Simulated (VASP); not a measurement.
Write the native input for VASP 6.6.1 that does the following.

* Task: single point
* Functional: PBE
* Dispersion: D3(BJ)
* Potentials or basis: VASP PAW PBE potentials, release 64 (Rh_pv)
* Cutoff: 500 eV
* k mesh: 21 × 21 × 21
* Occupations: gaussian, width 0.05 eV
* Spin: no spin polarisation
* Dipole correction: no
* Further INCAR settings: ALGO = Normal; EDIFF = 1e-06; NBANDS = 14

The structure of Rh lies in POSCAR:

```
Rh
1.0
    0.0000000000      1.8621365741      1.8621365741
    1.8621365741      0.0000000000      1.8621365741
    1.8621365741      1.8621365741      0.0000000000
Rh
1
Direct
    0.0000000000      0.0000000000      0.0000000000
```

The input as run:

INCAR

```
PREC = Accurate
ENCUT = 500
EDIFF = 1E-6
ISMEAR = 0
SIGMA = 0.05
LREAL = F
LASPH = T
NELM = 120
ALGO = Normal
ISIF = 2
LWAVE = F
LCHARG = F
GGA = PE
IVDW = 12
NBANDS = 14
GGA_COMPAT = F
```

KPOINTS

```
Automatic mesh
0
Gamma
  21 21 21
```

Potentials or basis: VASP PAW PBE potentials, release 64 (Rh_pv).

Run with:

```console
$ cat potpaw_PBE.64/Rh_pv/POTCAR > POTCAR
$ mpirun -np 1 vasp_std > vasp.out
```

Results of the run:

- Pressure: 18.1 GPa
- Band gap on the k mesh: zero (an odd number of electrons rules out a gap without spin polarisation)
- Dispersion energy per atom: -0.691 eV

Caveat: three body term missing; the cell stands under pressure.

Run time: 16 s on 1 thread of Intel(R) Xeon(R) 6975P-C (Granite Rapids), with other jobs on the host, peak memory 0.17 GiB.
